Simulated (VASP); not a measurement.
# Sr3Ag in VASP: a series of runs

Sr3Ag is run at these levels: PBE; tasks: single point.

Program: VASP 6.6.1. These are calculated values, not measurements. Logs are shortened: lines on timing, memory, paths and dates and some standing lists are left out, and cuts for length are marked.

## Step 1: The cell of the first run

It takes space group Pm-3m (No. 221, cubic). Conventional cell: a = 5.563 Å, b = 5.563 Å, c = 5.563 Å, α = 90.00°, β = 90.00°, γ = 90.00°. Within 5.2 Å of Ag (site symmetry m-3m) lie 12 Sr at 3.93 Å. Within 5.2 Å of Sr (site symmetry 4/mmm) lie 4 Ag at 3.93 Å and 8 Sr at 3.93 Å.

## Step 2: Single point, PBE

The input, INCAR:

```
SYSTEM = Sr3Ag
  ALGO = Normal
  EDIFF = 1E-7
  ENCUT = 520
  GGA = PE
  ISIF = 2
  ISMEAR = -1
  LASPH = .True.
  LCHARG = .False.
  LREAL = .False.
  LWAVE = .False.
  NBANDS = 28
  NELM = 60
  PREC = Accurate
  SIGMA = 0.05
```

The input, KPOINTS:

```
k-points
0
Gamma
  5 5 5
  0 0 0
```

The input, POSCAR:

```
Sr3Ag
1.0
    5.5631316415      0.0000000000      0.0000000000
    0.0000000000      5.5631316415      0.0000000000
    0.0000000000      0.0000000000      5.5631316415
Ag Sr
1 3
Direct
    0.0000000000      0.0000000000      0.0000000000
    0.5000000000      0.5000000000      0.0000000000
    0.5000000000      0.0000000000      0.5000000000
    0.0000000000      0.5000000000      0.5000000000
```

Potentials or basis: VASP PAW PBE potentials, release 64 (Ag, Sr_sv).

Started as:

```
> cat potpaw_PBE.64/Ag/POTCAR potpaw_PBE.64/Sr_sv/POTCAR > POTCAR
> mpirun -np 1 vasp_std > vasp.out
```

OUTCAR:

```text
SYSTEM = Sr3Ag
   EDIFF = 1E-7
   ENCUT = 520
   GGA = PE
   ISIF = 2
   ISMEAR = -1
   LASPH = .True.
   LREAL = .False.
   NELM = 60
   PREC = Accurate

 ion  position               nearest neighbor table
   1  0.000  0.000  0.000-   2 3.93   3 3.93   4 3.93   3 3.93   4 3.93   2 3.93   4 3.93   4 3.93
                             2 3.93   3 3.93   3 3.93   2 3.93
   2  0.500  0.500  0.000-   1 3.93   3 3.93   4 3.93   3 3.93   4 3.93   1 3.93   3 3.93   3 3.93
                             1 3.93   4 3.93   4 3.93   1 3.93
   3  0.500  0.000  0.500-   1 3.93   2 3.93   4 3.93   1 3.93   2 3.93   2 3.93   4 3.93   2 3.93
                             1 3.93   4 3.93   1 3.93   4 3.93
   4  0.000  0.500  0.500-   1 3.93   2 3.93   3 3.93   1 3.93   2 3.93   1 3.93   3 3.93   1 3.93
                             2 3.93   3 3.93   2 3.93   3 3.93

  LATTYP: Found a simple cubic cell.
 ALAT       =     5.5631316415

  Lattice vectors:

 A1 = (   5.5631316415,   0.0000000000,   0.0000000000)
 A2 = (   0.0000000000,   5.5631316415,   0.0000000000)
 A3 = (   0.0000000000,   0.0000000000,   5.5631316415)

Analysis of symmetry for initial positions (statically):
=====================================================================
 Subroutine PRICEL returns:
 Original cell was already a primitive cell.

 Routine SETGRP: Setting up the symmetry group for a
 simple cubic supercell.

 Subroutine GETGRP returns: Found 48 space group operations
 (whereof 48 operations were pure point group operations)
 out of a pool of 48 trial point group operations.

The static configuration has the point symmetry O_h .

Analysis of symmetry for dynamics (positions and initial velocities):
=====================================================================
 Subroutine PRICEL returns:
 Original cell was already a primitive cell.

 Routine SETGRP: Setting up the symmetry group for a
 simple cubic supercell.

 Subroutine GETGRP returns: Found 48 space group operations
 (whereof 48 operations were pure point group operations)
 out of a pool of 48 trial point group operations.

The dynamic configuration has the point symmetry O_h .

 Subroutine INISYM returns: Found 48 space group operations
 (whereof 48 operations are pure point group operations),
 and found     1 'primitive' translations

----------------------------------------------------------------------------------------

                                     Primitive cell

  volume of cell :     172.1702

  direct lattice vectors                    reciprocal lattice vectors
     5.563131642  0.000000000  0.000000000     0.179754869  0.000000000  0.000000000
     0.000000000  5.563131642  0.000000000     0.000000000  0.179754869  0.000000000
     0.000000000  0.000000000  5.563131642     0.000000000  0.000000000  0.179754869

  length of vectors
     5.563131642  5.563131642  5.563131642     0.179754869  0.179754869  0.179754869

  position of ions in fractional coordinates (direct lattice)
     0.000000000  0.000000000  0.000000000
     0.500000000  0.500000000  0.000000000
     0.500000000  0.000000000  0.500000000
     0.000000000  0.500000000  0.500000000

  ion indices of the primitive-cell ions
   primitive index   ion index
                 1           1
                 2           2
                 3           3
                 4           4

----------------------------------------------------------------------------------------

 KPOINTS: k-points

Automatic generation of k-mesh.
 Grid dimensions read from file:
 generate k-points for:    5    5    5

 Generating k-lattice:

  Cartesian coordinates                     Fractional coordinates (reciprocal lattice)
     0.035950974  0.000000000  0.000000000     0.200000000  0.000000000  0.000000000
     0.000000000  0.035950974  0.000000000     0.000000000  0.200000000  0.000000000
     0.000000000  0.000000000  0.035950974     0.000000000  0.000000000  0.200000000

  Length of vectors
     0.035950974  0.035950974  0.035950974

  Shift w.r.t. Gamma in fractional coordinates (k-lattice)
     0.000000000  0.000000000  0.000000000

 Subroutine IBZKPT returns following result:
 ===========================================

 Found     10 irreducible k-points:

 Following reciprocal coordinates:
            Coordinates               Weight
  0.000000  0.000000  0.000000      1.000000
  0.200000  0.000000  0.000000      6.000000
  0.400000  0.000000  0.000000      6.000000
  0.200000  0.200000  0.000000     12.000000
  0.400000  0.200000  0.000000     24.000000
  0.400000  0.400000  0.000000     12.000000
  0.200000  0.200000  0.200000      8.000000
  0.400000  0.200000  0.200000     24.000000
  0.400000  0.400000  0.200000     24.000000
  0.400000  0.400000  0.400000      8.000000
   k-points           NKPTS =     10   k-points in BZ     NKDIM =     10   number of bands    NBANDS=     28
   number of dos      NEDOS =    301   number of ions     NIONS =      4
   total plane-waves  NPLWV =  74088
   dimension x,y,z NGX =    42 NGY =   42 NGZ =   42
   dimension x,y,z NGXF=    84 NGYF=   84 NGZF=   84
   ions per type =               1   3
   NGX,Y,Z   is equivalent  to a cutoff of  12.55, 12.55, 12.55 a.u.
   NGXF,Y,Z  is equivalent  to a cutoff of  25.10, 25.10, 25.10 a.u.
 SYSTEM =  Sr3Ag
   PREC   = accura    normal or accurate (medium, high low for compatibility)
   ISTART =      0    job   : 0-new  1-cont  2-samecut
   ICHARG =      2    charge: 1-file 2-atom 10-const
   ISPIN  =      1    spin polarized calculation?
   LNONCOLLINEAR =      F non collinear calculations
   LSORBIT =      F    spin-orbit coupling
   LASPH  =      T    aspherical Exc in radial PAW
   ENCUT  =  520.0 eV  38.22 Ry    6.18 a.u.  10.34 10.34 10.34*2*pi/ulx,y,z
   NELM   =     60;   NELMIN=  2; NELMDL= -5     # of ELM steps
   EDIFF  = 0.1E-06   stopping-criterion for ELM
   LREAL  =      F    real-space projection
   EDIFFG = 0.1E-05   stopping-criterion for IOM
   NSW    =      0    number of steps for IOM
   IBRION =     -1    ionic relax: 0-MD 1-quasi-New 2-CG
   NFREE  =      0    steps in history (QN), initial steepest desc. (CG)
   ISIF   =      2    stress and relaxation
   ISYM   =      2    0-nonsym 1-usesym 2-fastsym
   POTIM  = 0.5000    time-step for ionic-motion
   TEBEG  =    0.0;   TEEND  =   0.0 temperature during run
   PSTRESS=    0.0 pullay stress
   NELECT =      41.0000    total number of electrons
   NUPDOWN=      -1.0000    fix difference up-down
   EMIN   =  10.00;   EMAX   =-10.00  energy-range for DOS
   EFERMI =   0.00;   METHOD = LEGACY
   ISMEAR =    -1;   SIGMA  =   0.05  broadening in eV -4-tet -1-fermi 0-gaus
   EFERMI_NEDOS =   21; number of points for ismear=-14 and -15
   IALGO  =     38    algorithm
   IMIX   =      4    mixing-type and parameters
     AMIX     =   0.40;   BMIX     =  1.00
     AMIX_MAG =   1.60;   BMIX_MAG =  1.00
  volume/ion in A,a.u.               =      43.04       290.47
  Fermi-wavevector in a.u.,A,eV,Ry     =   1.014729  1.917560 14.009581  1.029675
  Thomas-Fermi vector in A             =   2.147974
   LORBIT       =      0    0 simple, 1 ext, 2 COOP (PROOUT), +10 PAW based schemes
   GGA     = PE    functional components
   LHFCALC =     F    Hartree Fock is set to
   AEXX    =    0.0000 exact exchange contribution
   IVDW    =     0    specifies the selected vdW correction
   LEPSILON=     F    determine dielectric tensor
   LRPA    =     F    only Hartree local field effects (RPA)
 non-spin polarized calculation
  energy-cutoff  :      520.00
  volume of cell :      172.17
 maximum number of plane-waves:      4656
 NGX is ok and might be reduce to    42
   NGX = 21   NGY = 21   NGZ = 21

 number of electron      41.0000000 magnetization

 Free energy of the ion-electron system (eV)
  ---------------------------------------------------
  ext. energy  EPLUGINS =         0.00000000
  ---------------------------------------------------
  free energy    TOTEN  =        -7.53426304 eV

  energy without entropy =       -7.50863891  energy(sigma->0) =       -7.52145097

 E-fermi :   2.3364     XC(G=0):  -8.0265

 val. band max:        2.1342092438   @ k =   0.2000   0.2000   0.2000
 cond. band min:       2.3912341928   @ k =   0.4000   0.2000   0.0000
 fundamental gap:      0.2570249490
 Fermi energy:         2.3363781218

 k-point     1 :       0.0000    0.0000    0.0000
  band No.  band energies     occupation
      1     -34.1813      2.00000
      2     -34.1400      2.00000
      3     -34.1400      2.00000
      4     -16.3084      2.00000
      5     -16.3084      2.00000
      6     -16.3084      2.00000
[... 20 lines left out ...]
     27       3.7510      0.00000
     28       6.0612      0.00000

 k-point     2 :       0.2000    0.0000    0.0000
  band No.  band energies     occupation
      1     -34.1778      2.00000
      2     -34.1434      2.00000
      3     -34.1399      2.00000
      4     -16.2931      2.00000
      5     -16.2931      2.00000
      6     -16.2841      2.00000
[... 20 lines left out ...]
     27       4.0954      0.00000
     28       5.8489      0.00000

 k-point     3 :       0.4000    0.0000    0.0000
  band No.  band energies     occupation
      1     -34.1697      2.00000
      2     -34.1514      2.00000
      3     -34.1399      2.00000
      4     -16.2614      2.00000
      5     -16.2614      2.00000
      6     -16.2186      2.00000
[... 20 lines left out ...]
     27       4.5278      0.00000
     28       4.7388      0.00000

 k-point     4 :       0.2000    0.2000    0.0000
  band No.  band energies     occupation
      1     -34.1746      2.00000
      2     -34.1447      2.00000
      3     -34.1418      2.00000
      4     -16.3027      2.00000
      5     -16.2772      2.00000
      6     -16.2441      2.00000
[... 144 lines left out ...]
     27       4.2151      0.00000
     28       5.2332      0.00000

 k-point     9 :       0.4000    0.4000    0.2000
  band No.  band energies     occupation
      1     -34.1592      2.00000
      2     -34.1523      2.00000
      3     -34.1493      2.00000
      4     -16.3387      2.00000
      5     -16.2698      2.00000
      6     -16.2273      2.00000
[... 20 lines left out ...]
     27       4.4371      0.00000
     28       5.3148      0.00000

 k-point    10 :       0.4000    0.4000    0.4000
  band No.  band energies     occupation
      1     -34.1562      2.00000
      2     -34.1522      2.00000
      3     -34.1522      2.00000
      4     -16.3878      2.00000
      5     -16.2710      2.00000
      6     -16.2689      2.00000
[... 20 lines left out ...]
     27       4.6234      0.00000
     28       4.9204      0.00000

------------------------ aborting loop because EDIFF is reached ----------------------------------------

  FORCE on cell =-STRESS in cart. coord.  units (eV):
  Direction    XX          YY          ZZ          XY          YZ          ZX
  --------------------------------------------------------------------------------------
  -------------------------------------------------------------------------------------
  Total       -0.5759030     -0.5759030     -0.5759030     -0.0000000      0.0000000     -0.0000000
  in kB       -5.3592237     -5.3592237     -5.3592237     -0.0000000      0.0000000     -0.0000000
  external PRESSURE =      -5.3592237 kB  Pullay stress =       0.0000000 kB

 VOLUME and BASIS-vectors are now :
 -----------------------------------------------------------------------------
  energy-cutoff  :      520.00
  volume of cell :      172.17
      direct lattice vectors                 reciprocal lattice vectors
     5.563131642  0.000000000  0.000000000     0.179754869  0.000000000  0.000000000
     0.000000000  5.563131642  0.000000000     0.000000000  0.179754869  0.000000000
     0.000000000  0.000000000  5.563131642     0.000000000  0.000000000  0.179754869

 POSITION                                       TOTAL-FORCE (eV/Angst)
 -----------------------------------------------------------------------------------
      0.00000      0.00000      0.00000         0.000000      0.000000      0.000000
      2.78157      2.78157      0.00000         0.000000      0.000000      0.000000
      2.78157      0.00000      2.78157         0.000000      0.000000      0.000000
      0.00000      2.78157      2.78157         0.000000      0.000000      0.000000
 -----------------------------------------------------------------------------------
    total drift:                                0.000000     -0.000000     -0.000000

  FREE ENERGIE OF THE ION-ELECTRON SYSTEM (eV)
  ---------------------------------------------------
  free  energy   TOTEN  =        -7.5342630378 eV

  energy  without entropy=       -7.5086389066  energy(sigma->0) =       -7.52145097
```

It took 28 s on 1 thread of AMD EPYC 9R45 (Zen 5), shared host; peak memory 0.24 GiB.

Results:

```
Free energy            : -7.5343 eV
Pressure               : -0.5 GPa
Band gap on the k mesh : zero (an odd number of electrons rules out a gap without spin polarisation)
```

Levels at points of the mesh, in eV from the Fermi level:
```tsv
k point	band 17	band 18	band 19	band 20	band 21	band 22	band 23	band 24
(0.00, 0.00, 0.00)	-4.02	-4.02	-1.37	0.39	0.39	0.84	0.84	0.84
```

## Step 3: Single point, PBE

This run uses another cell than the first one, of 43.87 Å³/atom.

The input, INCAR:

```
ALGO = Fast
EDIFF = 1E-7
ENCUT = 520
GGA = PE
ISIF = 2
ISMEAR = -1
LASPH = True
LCHARG = False
LREAL = False
LWAVE = False
NBANDS = 28
NELM = 100
PREC = Accurate
SIGMA = 0.05
```

The input, KPOINTS:

```
k-points
0
Gamma
  5 5 5
```

The input, POSCAR:

```
Sr3Ag
1.0
    5.5985665563      0.0000000000      0.0000000000
    0.0000000000      5.5985665563      0.0000000000
    0.0000000000      0.0000000000      5.5985665563
Ag Sr
1 3
Direct
    0.0000000000      0.0000000000      0.0000000000
    0.5000000000      0.5000000000      0.0000000000
    0.5000000000      0.0000000000      0.5000000000
    0.0000000000      0.5000000000      0.5000000000
```

Potentials or basis: VASP PAW PBE potentials, release 64 (Ag, Sr_sv).

Started as:

```
> cat potpaw_PBE.64/Ag/POTCAR potpaw_PBE.64/Sr_sv/POTCAR > POTCAR
> mpirun -np 1 vasp_std > vasp.out
```

It took 47 s on 1 thread of AMD EPYC 9R45 (Zen 5), shared host; peak memory 0.24 GiB.

The run converged. Its results:

```yaml
Free_energy: -7.5209 eV
Pressure: -0.8 GPa
Band_gap_on_the_k_mesh: zero (an odd number of electrons rules out a gap without spin polarisation)
```

Levels at points of the mesh, in eV from the Fermi level:
```tsv
k point	band 18	band 19	band 20	band 21	band 22	band 23
(0.00, 0.00, 0.00)	-3.99	-1.35	0.38	0.38	0.84	0.84
```

## Step 4: Single point, PBE (atoms moved at random)

The input, INCAR:

```
  PREC = Accurate
  ENCUT = 520
  EDIFF = 1E-7
  ISMEAR = -1
  SIGMA = 0.05
  LREAL = F
  LASPH = T
  NELM = 80
  ALGO = Fast
  ISIF = 2
  LWAVE = F
  LCHARG = F
  GGA = PE
  NBANDS = 28
```

The input, KPOINTS:

```
Automatic mesh
0
Gamma
  5 5 5
```

The input, POSCAR:

```
Sr3Ag
1.0
    5.4908750000      0.0000000000      0.0000000000
    0.0000000000      5.4908750000      0.0000000000
    0.0000000000      0.0000000000      5.4908750000
Ag Sr
1 3
Direct
    0.0044340000      0.0010370000      0.0019570000
    0.5079590000      0.4988720000     -0.0018760000
    0.5013000000     -0.0095780000      0.5069550000
    0.0053860000      0.4945450000      0.5029600000
```

Potentials or basis: VASP PAW PBE potentials, release 64 (Ag, Sr_sv).

Started as:

```
> cat potpaw_PBE.64/Ag/POTCAR potpaw_PBE.64/Sr_sv/POTCAR > POTCAR
> mpirun -np 1 vasp_std > vasp.out
```

OUTCAR:

```text
PREC = Accurate
   ENCUT = 520
   EDIFF = 1E-7
   ISMEAR = -1
   LREAL = F
   LASPH = T
   NELM = 80
   ISIF = 2
   GGA = PE

 ion  position               nearest neighbor table
   1  0.004  0.001  0.002-   3 3.85   4 3.85   2 3.86   4 3.86   3 3.88   2 3.88   2 3.89   3 3.89
                             4 3.90   2 3.90   4 3.91   3 3.91
   2  0.508  0.499  0.998-   3 3.82   4 3.85   1 3.86   4 3.87   1 3.88   3 3.88   3 3.88   1 3.89
                             4 3.89   1 3.90   4 3.91   3 3.95
   3  0.501  0.990  0.507-   2 3.82   4 3.85   1 3.85   1 3.88   2 3.88   4 3.88   4 3.88   2 3.88
                             1 3.89   4 3.91   1 3.91   2 3.95
   4  0.005  0.495  0.503-   3 3.85   1 3.85   2 3.85   1 3.86   2 3.87   3 3.88   3 3.88   2 3.89
                             1 3.90   2 3.91   1 3.91   3 3.91

  LATTYP: Found a simple cubic cell.
 ALAT       =     5.4908750000

  Lattice vectors:

 A1 = (   5.4908750000,   0.0000000000,   0.0000000000)
 A2 = (   0.0000000000,   5.4908750000,   0.0000000000)
 A3 = (   0.0000000000,   0.0000000000,   5.4908750000)

Analysis of symmetry for initial positions (statically):
=====================================================================
 Subroutine PRICEL returns:
 Original cell was already a primitive cell.

[... 171 lines left out ...]

  energy without entropy =       -7.51135090  energy(sigma->0) =       -7.52475819

 E-fermi :   2.4972     XC(G=0):  -8.1656

 val. band max:        2.3312193816   @ k =   0.2000  -0.2000   0.2000
 cond. band min:       2.5495458407   @ k =   0.4000  -0.2000   0.0000
 fundamental gap:      0.2183264590
 Fermi energy:         2.4972123535

 k-point     1 :       0.0000    0.0000    0.0000
  band No.  band energies     occupation
      1     -33.9374      2.00000
      2     -33.8883      2.00000
      3     -33.8878      2.00000
      4     -16.0911      2.00000
      5     -16.0895      2.00000
      6     -16.0885      2.00000
[... 733 lines left out ...]
     27       4.8170      0.00000
     28       5.1736      0.00000

 [... further k-points ...]
[... 5 lines left out ...]
  --------------------------------------------------------------------------------------
  -------------------------------------------------------------------------------------
  Total        0.0379758      0.0457384      0.0441171     -0.0019890     -0.0111664      0.0019031
  in kB        0.3675304      0.4426566      0.4269658     -0.0192496     -0.1080687      0.0184178
  external PRESSURE =       0.4123843 kB  Pullay stress =       0.0000000 kB

 VOLUME and BASIS-vectors are now :
 -----------------------------------------------------------------------------
  energy-cutoff  :      520.00
  volume of cell :      165.55
      direct lattice vectors                 reciprocal lattice vectors
     5.490875000  0.000000000  0.000000000     0.182120336  0.000000000  0.000000000
     0.000000000  5.490875000  0.000000000     0.000000000  0.182120336  0.000000000
     0.000000000  0.000000000  5.490875000     0.000000000  0.000000000  0.182120336

 POSITION                                       TOTAL-FORCE (eV/Angst)
 -----------------------------------------------------------------------------------
      0.02435      0.00569      0.01075         0.001665     -0.016031     -0.015987
      2.78914      2.73924      5.48057        -0.011982     -0.081582      0.147896
      2.75258      5.43828      2.78363         0.027888      0.153062     -0.078003
      0.02957      2.71548      2.76169        -0.017572     -0.055450     -0.053907
 -----------------------------------------------------------------------------------
    total drift:                               -0.000242     -0.000188     -0.000239

  FREE ENERGIE OF THE ION-ELECTRON SYSTEM (eV)
  ---------------------------------------------------
  free  energy   TOTEN  =        -7.5381654779 eV

  energy  without entropy=       -7.5113509042  energy(sigma->0) =       -7.52475819
```

Wall time 4.3 min (1 thread of AMD EPYC 9R45 (Zen 5), shared host); peak memory 0.4 GiB.

Results:

```yaml
Free_energy: -7.5382 eV
Pressure: 0.0 GPa
Largest_force: 0.174 eV/Å
Band_gap_on_the_k_mesh: zero (an odd number of electrons rules out a gap without spin polarisation)
```

Forces on the atoms (eV/Å):
```
Ag   0.002 -0.016 -0.016
Sr  -0.012 -0.082  0.148
Sr   0.028  0.153 -0.078
Sr  -0.018 -0.055 -0.054
```

Caveat: the cell differs from its parent crystal (atoms moved at random).

## Step 5: Overview

```tsv
cell	gap on the mesh (eV)	pressure (GPa)
a = 5.563 Å, 4 atoms, atomic positions A	none	-0.5
a = 5.599 Å, 4 atoms, atomic positions A	none	-0.8
a = 5.491 Å, 4 atoms, atomic positions B	none	0.0
```

Alike in all rows: task single point; level PBE; potentials or basis VASP PAW PBE potentials, release 64 (Ag, Sr_sv); no spin polarisation; k mesh 5 × 5 × 5; cutoff (eV) 520; smearing fermi-dirac 0.05 eV.

Total energies depend on the potentials used, so only differences within one code and one set of settings carry meaning.

The gap in the log of VASP goes by the Fermi energy; the results here count the filled bands.